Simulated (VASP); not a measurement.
# Mo (I4/mmm) in VASP: a series of runs

Mo is run at these levels: r2SCAN; tasks: single point.

Everything below comes from runs of VASP 6.6.1. Logs are shortened: lines on timing, memory, paths and dates and some standing lists are left out, and cuts for length are marked.

## 1. The cell of the first run

The structure is tetragonal, space group I4/mmm (No. 139). Conventional cell: a = 3.168 Å, b = 3.168 Å, c = 3.129 Å, α = 90.00°, β = 90.00°, γ = 90.00°. Mo (site symmetry 4/mmm) has 14 Mo at 2.73 to 3.17 Å within 3.6 Å.

## 2. Single point, r2SCAN

The input, POSCAR:

```
Mo
1.0
    3.1683686574      0.0000000000      0.0000000000
    0.0000000000      3.1683686574      0.0000000000
    1.5841843287     -1.5841843287      1.5645148074
Mo
1
Direct
    0.0000000000      0.0000000000      0.0000000000
```

The input, INCAR.step1:

```
ALGO = Normal
EDIFF = 1E-4
ENCUT = 520
GGA = PE
ISMEAR = 0
LASPH = True
LCHARG = False
LREAL = False
LWAVE = True
NBANDS = 13
NELM = 60
PREC = Accurate
SIGMA = 0.1
```

The input, INCAR.step2:

```
ALGO = Normal
EDIFF = 1E-6
ENCUT = 520
ISIF = 2
ISMEAR = 0
ISTART = 1
LASPH = True
LCHARG = False
LMIXTAU = True
LREAL = False
LWAVE = False
METAGGA = R2SCAN
NBANDS = 13
NELM = 60
PREC = Accurate
SIGMA = 0.1
```

The input, KPOINTS:

```
k-points
0
Gamma
  11 11 22
```

Potentials or basis: VASP PAW PBE potentials, release 64 (Mo_sv).

Command:

```sh
cat potpaw_PBE.64/Mo_sv/POTCAR > POTCAR
cp INCAR.step1 INCAR
mpirun -np 1 vasp_std > vasp.out
cp INCAR.step2 INCAR
mpirun -np 1 vasp_std > vasp.out
```

OUTCAR:

```text
EDIFF = 1E-6
   ENCUT = 520
   ISIF = 2
   ISMEAR = 0
   ISTART = 1
   LASPH = True
   LREAL = False
   METAGGA = R2SCAN
   NELM = 60
   PREC = Accurate

 ion  position               nearest neighbor table
   1  0.000  0.000  0.000-

  LATTYP: Found a body centered tetragonal cell.
 ALAT       =     3.1683686574
 C/A-ratio  =     0.9875838178

  Lattice vectors:

 A1 = (   1.5841843287,  -1.5841843287,  -1.5645148074)
 A2 = (  -1.5841843287,   1.5841843287,  -1.5645148074)
 A3 = (   1.5841843287,   1.5841843287,   1.5645148074)

Analysis of symmetry for initial positions (statically):
=====================================================================
 Subroutine PRICEL returns:
 Original cell was already a primitive cell.

 Routine SETGRP: Setting up the symmetry group for a
 body centered tetragonal supercell.

 Subroutine GETGRP returns: Found 16 space group operations
 (whereof 16 operations were pure point group operations)
 out of a pool of 16 trial point group operations.

The static configuration has the point symmetry D_4h.

Analysis of symmetry for dynamics (positions and initial velocities):
=====================================================================
 Subroutine PRICEL returns:
 Original cell was already a primitive cell.

 Routine SETGRP: Setting up the symmetry group for a
 body centered tetragonal supercell.

 Subroutine GETGRP returns: Found 16 space group operations
 (whereof 16 operations were pure point group operations)
 out of a pool of 16 trial point group operations.

The dynamic configuration has the point symmetry D_4h.

 Subroutine INISYM returns: Found 16 space group operations
 (whereof 16 operations are pure point group operations),
 and found     1 'primitive' translations

----------------------------------------------------------------------------------------

                                     Primitive cell

  volume of cell :      15.7055

  direct lattice vectors                    reciprocal lattice vectors
     3.168368657  0.000000000  0.000000000     0.315619837  0.000000000 -0.319587899
     0.000000000  3.168368657  0.000000000     0.000000000  0.315619837  0.319587899
     1.584184329 -1.584184329  1.564514807     0.000000000  0.000000000  0.639175798

  length of vectors
     3.168368657  3.168368657  2.732578738     0.449168461  0.449168461  0.639175798

  position of ions in fractional coordinates (direct lattice)
     0.000000000  0.000000000  0.000000000

  ion indices of the primitive-cell ions
   primitive index   ion index
                 1           1

----------------------------------------------------------------------------------------

 KPOINTS: k-points

Automatic generation of k-mesh.
 Grid dimensions read from file:
 generate k-points for:   11   11   22

 Generating k-lattice:

  Cartesian coordinates                     Fractional coordinates (reciprocal lattice)
     0.028692712  0.000000000 -0.029053445     0.090909091  0.000000000  0.000000000
     0.000000000  0.028692712  0.029053445     0.000000000  0.090909091  0.000000000
     0.000000000  0.000000000  0.029053445     0.000000000  0.000000000  0.045454545

  Length of vectors
     0.040833496  0.040833496  0.029053445

  Shift w.r.t. Gamma in fractional coordinates (k-lattice)
     0.000000000  0.000000000  0.000000000

 Subroutine IBZKPT returns following result:
 ===========================================

 Found    252 irreducible k-points:

 Following reciprocal coordinates:
            Coordinates               Weight
  0.000000  0.000000  0.000000      1.000000
  0.090909  0.000000 -0.000000      8.000000
  0.181818  0.000000  0.000000      8.000000
  0.272727  0.000000  0.000000      8.000000
  0.363636  0.000000  0.000000      8.000000
  0.454545  0.000000  0.000000      8.000000
[... 16 lines left out ...]
 -0.272727  0.181818 -0.000000     16.000000
 -0.181818  0.181818  0.000000      8.000000
 [... further k-points ...]
   k-points           NKPTS =    252   k-points in BZ     NKDIM =    252   number of bands    NBANDS=     13
   number of dos      NEDOS =    301   number of ions     NIONS =      1
   total plane-waves  NPLWV =  11520
   dimension x,y,z NGX =    24 NGY =   24 NGZ =   20
   dimension x,y,z NGXF=    48 NGYF=   48 NGZF=   40
   ions per type =               1
   NGX,Y,Z   is equivalent  to a cutoff of  12.59, 12.59, 12.17 a.u.
   NGXF,Y,Z  is equivalent  to a cutoff of  25.19, 25.19, 24.34 a.u.
 SYSTEM =  unknown system
   PREC   = accura    normal or accurate (medium, high low for compatibility)
   ISTART =      1    job   : 0-new  1-cont  2-samecut
   ICHARG =      0    charge: 1-file 2-atom 10-const
   ISPIN  =      1    spin polarized calculation?
   LNONCOLLINEAR =      F non collinear calculations
   LSORBIT =      F    spin-orbit coupling
   LASPH  =      T    aspherical Exc in radial PAW
   ENCUT  =  520.0 eV  38.22 Ry    6.18 a.u.   5.89  5.89  5.08*2*pi/ulx,y,z
   NELM   =     60;   NELMIN=  2; NELMDL=  0     # of ELM steps
   EDIFF  = 0.1E-05   stopping-criterion for ELM
   LREAL  =      F    real-space projection
   EDIFFG = 0.1E-04   stopping-criterion for IOM
   NSW    =      0    number of steps for IOM
   IBRION =     -1    ionic relax: 0-MD 1-quasi-New 2-CG
   NFREE  =      0    steps in history (QN), initial steepest desc. (CG)
   ISIF   =      2    stress and relaxation
   ISYM   =      2    0-nonsym 1-usesym 2-fastsym
   POTIM  = 0.5000    time-step for ionic-motion
   TEBEG  =    0.0;   TEEND  =   0.0 temperature during run
   PSTRESS=    0.0 pullay stress
   NELECT =      14.0000    total number of electrons
   NUPDOWN=      -1.0000    fix difference up-down
   EMIN   =  10.00;   EMAX   =-10.00  energy-range for DOS
   EFERMI =   0.00;   METHOD = LEGACY
   ISMEAR =     0;   SIGMA  =   0.10  broadening in eV -4-tet -1-fermi 0-gaus
   EFERMI_NEDOS =   21; number of points for ismear=-14 and -15
   IALGO  =     38    algorithm
   IMIX   =      4    mixing-type and parameters
     AMIX     =   0.40;   BMIX     =  1.00
     AMIX_MAG =   1.60;   BMIX_MAG =  1.00
  volume/ion in A,a.u.               =      15.71       105.99
  Fermi-wavevector in a.u.,A,eV,Ry     =   1.575556  2.977369 33.774780  2.482376
  Thomas-Fermi vector in A             =   2.676522
   LORBIT       =      0    0 simple, 1 ext, 2 COOP (PROOUT), +10 PAW based schemes
   METAGGA = R2SCAN    functional components
   LHFCALC =     F    Hartree Fock is set to
   AEXX    =    0.0000 exact exchange contribution
   IVDW    =     0    specifies the selected vdW correction
   LEPSILON=     F    determine dielectric tensor
   LRPA    =     F    only Hartree local field effects (RPA)
 non-spin polarized calculation
 Gauss-broadening in eV      SIGMA  =   0.10
  energy-cutoff  :      520.00
  volume of cell :       15.71
 maximum number of plane-waves:       434
   NGX = 11   NGY = 11   NGZ = 11

 number of electron      14.0000000 magnetization

 Free energy of the ion-electron system (eV)
  ---------------------------------------------------
  ext. energy  EPLUGINS =         0.00000000
  ---------------------------------------------------
  free energy    TOTEN  =       -26.07785070 eV

  energy without entropy =      -26.07443295  energy(sigma->0) =      -26.07614183

 E-fermi :  12.3923     XC(G=0): -14.6082

 val. band max:       12.3857332084   @ k =  -0.0909   0.0909   0.1818
 cond. band min:      12.3989209158   @ k =  -0.0909   0.0909   0.0909
 fundamental gap:      0.0131877073
 Fermi energy:        12.3922609438

 k-point     1 :       0.0000    0.0000    0.0000
  band No.  band energies     occupation
      1     -50.7579      2.00000
      2     -23.2418      2.00000
      3     -23.2418      2.00000
      4     -23.2372      2.00000
      5       4.8251      2.00000
      6      10.9543      2.00000
      7      11.1086      2.00000
      8      11.1086      2.00000
      9      14.2743      0.00000
     10      14.4718      0.00000
     11      27.8770      0.00000
     12      27.8770      0.00000
     13      28.1383      0.00000

 k-point     2 :       0.0909    0.0000   -0.0000
  band No.  band energies     occupation
      1     -50.7355      2.00000
      2     -23.3654      2.00000
      3     -23.2808      2.00000
      4     -23.2408      2.00000
      5       5.2036      2.00000
      6      10.8075      2.00000
      7      11.0587      2.00000
      8      11.3957      2.00000
      9      14.1044      0.00000
     10      14.3586      0.00000
     11      28.2450      0.00000
     12      28.5198      0.00000
     13      28.7177      0.00000

 k-point     3 :       0.1818    0.0000    0.0000
  band No.  band energies     occupation
      1     -50.6749      2.00000
      2     -23.6951      2.00000
      3     -23.3842      2.00000
      4     -23.2445      2.00000
      5       6.1735      2.00000
      6      10.2835      2.00000
      7      10.8564      2.00000
      8      12.4154      0.74380
      9      13.7739      0.00000
     10      14.4003      0.00000
     11      28.5279      0.00000
     12      29.7234      0.00000
     13      30.3111      0.00000
[... 305 lines left out ...]
 k-point    23 :      -0.2727    0.1818   -0.0000
  band No.  band energies     occupation
      1     -50.4922      2.00000
      2     -24.4455      2.00000
      3     -23.7514      2.00000
      4     -23.3753      2.00000
      5       8.0035      2.00000
      6       9.3413      2.00000
      7      10.7916      2.00000
      8      13.7999      0.00000
      9      15.2724      0.00000
     10      17.6380      0.00000
     11      25.9855      0.00000
     12      27.3098      0.00000
     13      30.5982      0.00000

 k-point    24 :      -0.1818    0.1818    0.0000
  band No.  band energies     occupation
      1     -50.5551      2.00000
      2     -24.2270      2.00000
      3     -23.5755      2.00000
      4     -23.3500      2.00000
      5       7.8201      2.00000
      6       9.7391      2.00000
      7      10.0923      2.00000
      8      13.4777      0.00000
      9      15.0184      0.00000
     10      15.4849      0.00000
     11      27.8341      0.00000
     12      28.7056      0.00000
     13      32.0629      0.00000

 [... further k-points ...]

------------------------ aborting loop because EDIFF is reached ----------------------------------------

  FORCE on cell =-STRESS in cart. coord.  units (eV):
  Direction    XX          YY          ZZ          XY          YZ          ZX
  --------------------------------------------------------------------------------------
  -------------------------------------------------------------------------------------
  Total       -0.1162604     -0.1162604      0.2919679      0.0000000      0.0000000     -0.0000000
  in kB      -11.8601803    -11.8601803     29.7847950      0.0000000      0.0000000     -0.0000000
  external PRESSURE =       2.0214781 kB  Pullay stress =       0.0000000 kB

 VOLUME and BASIS-vectors are now :
 -----------------------------------------------------------------------------
  energy-cutoff  :      520.00
  volume of cell :       15.71
      direct lattice vectors                 reciprocal lattice vectors
     3.168368657  0.000000000  0.000000000     0.315619837  0.000000000 -0.319587899
     0.000000000  3.168368657  0.000000000     0.000000000  0.315619837  0.319587899
     1.584184329 -1.584184329  1.564514807     0.000000000  0.000000000  0.639175798

 POSITION                                       TOTAL-FORCE (eV/Angst)
 -----------------------------------------------------------------------------------
      0.00000      0.00000      0.00000         0.000000     -0.000000      0.000000
 -----------------------------------------------------------------------------------
    total drift:                               -0.000000     -0.000000      0.000000

  FREE ENERGIE OF THE ION-ELECTRON SYSTEM (eV)
  ---------------------------------------------------
  free  energy   TOTEN  =       -26.0778506993 eV

  energy  without entropy=      -26.0744329518  energy(sigma->0) =      -26.07614183
```

Wall time 2.6 min (1 thread of Intel Xeon Platinum 8375C at 2.90GHz (Ice Lake), shared host); peak memory 0.17 GiB.

Results:

```
Free energy            : -26.0779 eV
Pressure               : 0.2 GPa
Band gap on the k mesh : zero (band 7 reaches 16.57 eV, above the bottom of band 8 at 11.09 eV)
```

Levels at points of the mesh, in eV from the Fermi level:
```
           k point  band 5  band 6  band 7  band 8  band 9  band 10
(0.00, 0.00, 0.00)   -7.57   -1.44   -1.28   -1.28    1.88     2.08
(0.00, 0.00, 0.50)   -5.55   -5.51    4.18    4.18    4.22     9.40
```

Caveat: the PAW data sets were made with another functional, which shifts forces and pressure a little.

## 3. Single point, r2SCAN

This run uses another cell than the first one, of 15.77 Å³/atom, 1.004 times its volume.

Changes to POSCAR since step 2:

```diff
@@ -4,3 +4,3 @@
     0.0000000000      3.1683686574      0.0000000000
-    1.5841843287     -1.5841843287      1.5645148074
+    1.5841843287     -1.5841843287      1.5706341579
 Mo
```

The input, INCAR.step1:

```
  PREC = Accurate
  ENCUT = 520
  ISMEAR = 0
  SIGMA = 0.1
  LREAL = False
  LASPH = True
  NELM = 100
  NBANDS = 13
  GGA = PE
  ALGO = Normal
  EDIFF = 1E-4
  LWAVE = True
  LCHARG = False
```

The input, INCAR.step2:

```
  PREC = Accurate
  ENCUT = 520
  EDIFF = 1E-7
  ISMEAR = 0
  SIGMA = 0.1
  LREAL = False
  LASPH = True
  NELM = 100
  ALGO = Normal
  ISIF = 2
  LWAVE = False
  LCHARG = False
  METAGGA = R2SCAN
  LMIXTAU = True
  NBANDS = 13
  ISTART = 1
```

The input, KPOINTS:

```
regular mesh
0
Gamma
  11 11 22
```

Potentials or basis: VASP PAW PBE potentials, release 64 (Mo_sv).

Command:

```sh
cat potpaw_PBE.64/Mo_sv/POTCAR > POTCAR
cp INCAR.step1 INCAR
mpirun -np 1 vasp_std > vasp.out
cp INCAR.step2 INCAR
mpirun -np 1 vasp_std > vasp.out
```

OUTCAR:

```text
PREC = Accurate
   ENCUT = 520
   EDIFF = 1E-7
   ISMEAR = 0
   LREAL = False
   LASPH = True
   NELM = 100
   ISIF = 2
   METAGGA = R2SCAN
   ISTART = 1

 ion  position               nearest neighbor table
   1  0.000  0.000  0.000-

  LATTYP: Found a body centered tetragonal cell.
 ALAT       =     3.1683686574
 C/A-ratio  =     0.9914465946

  Lattice vectors:

 A1 = (   1.5841843287,  -1.5841843287,  -1.5706341579)
 A2 = (  -1.5841843287,   1.5841843287,  -1.5706341579)
[... 564 lines left out ...]

 [... further k-points ...]

------------------------ aborting loop because EDIFF is reached ----------------------------------------

  FORCE on cell =-STRESS in cart. coord.  units (eV):
  Direction    XX          YY          ZZ          XY          YZ          ZX
  --------------------------------------------------------------------------------------
  -------------------------------------------------------------------------------------
  Total       -0.1758724     -0.1758724      0.1034942      0.0000000      0.0000000     -0.0000000
  in kB      -17.8715320    -17.8715320     10.5167184      0.0000000      0.0000000     -0.0000000
  external PRESSURE =      -8.4087819 kB  Pullay stress =       0.0000000 kB

 VOLUME and BASIS-vectors are now :
 -----------------------------------------------------------------------------
  energy-cutoff  :      520.00
  volume of cell :       15.77
      direct lattice vectors                 reciprocal lattice vectors
     3.168368657  0.000000000  0.000000000     0.315619837  0.000000000 -0.318342752
     0.000000000  3.168368657  0.000000000     0.000000000  0.315619837  0.318342752
     1.584184329 -1.584184329  1.570634158     0.000000000  0.000000000  0.636685504

 POSITION                                       TOTAL-FORCE (eV/Angst)
 -----------------------------------------------------------------------------------
      0.00000      0.00000      0.00000         0.000000     -0.000000      0.000000
 -----------------------------------------------------------------------------------
    total drift:                                0.000000     -0.000000      0.000000

  FREE ENERGIE OF THE ION-ELECTRON SYSTEM (eV)
  ---------------------------------------------------
  free  energy   TOTEN  =       -26.0786349190 eV

  energy  without entropy=      -26.0752570676  energy(sigma->0) =      -26.07694599
```

OUTCAR.step1:

```text
PREC = Accurate
   ENCUT = 520
   ISMEAR = 0
   LREAL = False
   LASPH = True
   NELM = 100
[... 599 lines left out ...]

 POSITION                                       TOTAL-FORCE (eV/Angst)
 -----------------------------------------------------------------------------------
      0.00000      0.00000      0.00000         0.000000      0.000000      0.000000
 -----------------------------------------------------------------------------------
    total drift:                                0.000000     -0.000000      0.000000

  FREE ENERGIE OF THE ION-ELECTRON SYSTEM (eV)
  ---------------------------------------------------
  free  energy   TOTEN  =       -10.9349079433 eV

  energy  without entropy=      -10.9311100124  energy(sigma->0) =      -10.93300898
```

OSZICAR.step1:

```text
N       E                     dE             d eps       ncg     rms          rms(c)
DAV:   1     0.926415913808E+02    0.92642E+02   -0.79975E+03  6634   0.110E+03
DAV:   2    -0.103908167605E+02   -0.10303E+03   -0.99104E+02  7437   0.311E+02
DAV:   3    -0.116007524005E+02   -0.12099E+01   -0.12065E+01  7507   0.334E+01
DAV:   4    -0.116035494117E+02   -0.27970E-02   -0.27966E-02  7252   0.194E+00
DAV:   5    -0.116035668095E+02   -0.17398E-04   -0.17398E-04  7347   0.139E-01    0.144E+01
DAV:   6    -0.110197280899E+02    0.58384E+00   -0.72428E-01  6762   0.104E+01    0.389E+00
DAV:   7    -0.109384117822E+02    0.81316E-01   -0.14985E-01  7267   0.453E+00    0.987E-01
DAV:   8    -0.109348800381E+02    0.35317E-02   -0.42894E-03  6797   0.839E-01    0.183E-01
DAV:   9    -0.109349079433E+02   -0.27905E-04   -0.15937E-04  7133   0.160E-01
   1 F= -.10934908E+02 E0= -.10933009E+02  d E =-.379793E-02
```

It took 3.3 min on 1 thread of Intel Xeon Platinum 8375C at 2.90GHz (Ice Lake), shared host; peak memory 0.16 GiB.

Results:

```
Free energy            : -26.0786 eV
Pressure               : -0.8 GPa
Band gap on the k mesh : zero (band 7 reaches 16.49 eV, above the bottom of band 8 at 11.02 eV)
```

Caveat: the PAW data sets were made with another functional, which shifts forces and pressure a little.
